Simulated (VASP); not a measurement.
Set up this calculation in VASP 6.6.1, as the native input.

```yaml
Task: single point
Functional: PBE
Potentials_or_basis: VASP PAW PBE potentials, release 64 (Bi_d)
Cutoff: 520 eV
k_mesh: 15 × 15 × 15
Occupations: fermi-dirac, width 0.08 eV
Spin: no spin polarisation
Dipole_correction: no
Further_INCAR_settings: ALGO = Normal; EDIFF = 1e-06; NBANDS = 14
```

The structure of Bi lies in POSCAR:

```
Bi
1.0
   -1.8423673653      1.8423673653      1.8423673653
    1.8423673653     -1.8423673653      1.8423673653
    1.8423673653      1.8423673653     -1.8423673653
Bi
1
Direct
    0.0000000000      0.0000000000      0.0000000000
```

This isn't the form of Bi at room conditions, which is rhombohedral.

These files were run (other wordings do the same):

INCAR

```
ALGO = Normal
EDIFF = 1E-6
ENCUT = 520
GGA = PE
ISIF = 2
ISMEAR = -1
LASPH = True
LCHARG = False
LREAL = False
LWAVE = False
NBANDS = 14
NELM = 80
PREC = Accurate
SIGMA = 0.08
```

KPOINTS

```
k-points
0
Gamma
  15 15 15
```

Potentials or basis: VASP PAW PBE potentials, release 64 (Bi_d).

The run is started by

```sh
$ cat potpaw_PBE.64/Bi_d/POTCAR > POTCAR
$ mpirun -np 1 vasp_std > vasp.out
```

Results of the run:

```
Pressure               : 20.9 GPa
Band gap on the k mesh : zero (an odd number of electrons rules out a gap without spin polarisation)
```

Caveat: the cell stands under pressure; spin-orbit coupling is left out, which moves the levels of the heavy elements.

It took 29 s on 1 thread of Intel Xeon 8259CL, on a shared host, peak memory 0.16 GiB.
